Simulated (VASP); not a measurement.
Set up this calculation in VASP 6.6.1, as the native input.

```yaml
Task: single point
Functional: PBEsol
Potentials_or_basis: VASP PAW PBE potentials, release 64 (Hf_pv, O)
Cutoff: 600 eV
k_mesh: 8 × 8 × 8
Occupations: gaussian, width 0.01 eV
Spin: no spin polarisation
Dipole_correction: no
Further_INCAR_settings: ALGO = Normal; EDIFF = 1e-06; NBANDS = 18
```

The structure of HfO2 lies in POSCAR:

```
HfO2
1.0
    0.0000000000      2.5316731198      2.5316731198
    2.5316731198      0.0000000000      2.5316731198
    2.5316731198      2.5316731198      0.0000000000
Hf O
1 2
Direct
    0.0000000000      0.0000000000      0.0000000000
    0.2500000000      0.2500000000      0.2500000000
    0.7500000000      0.7500000000      0.7500000000
```

These files were run (other wordings do the same):

INCAR

```
  PREC = Accurate
  ENCUT = 600
  EDIFF = 1E-6
  ISMEAR = 0
  SIGMA = 0.01
  LREAL = False
  LASPH = True
  NELM = 120
  ALGO = Normal
  ISIF = 2
  LWAVE = False
  LCHARG = True
  GGA = PS
  LELF = True
  LVHAR = True
  NBANDS = 18
  GGA_COMPAT = False
```

KPOINTS

```
regular mesh
0
Gamma
  8 8 8
```

Potentials or basis: VASP PAW PBE potentials, release 64 (Hf_pv, O).

The run is started by

```bash
$ cat potpaw_PBE.64/Hf_pv/POTCAR potpaw_PBE.64/O/POTCAR > POTCAR
$ mpirun -np 1 vasp_std > vasp.out
```

Results of the run:

```json
{
 "Pressure": "-6.8 GPa",
 "Band gap on the k mesh": "3.68 eV, direct"
}
```

Caveat: the PAW data sets were made with another functional, which shifts forces and pressure a little; spin-orbit coupling is left out, which moves the levels of the heavy elements.

It took 35 s on 1 thread of Intel Xeon 8259CL, with other jobs on the host, peak memory 0.18 GiB.
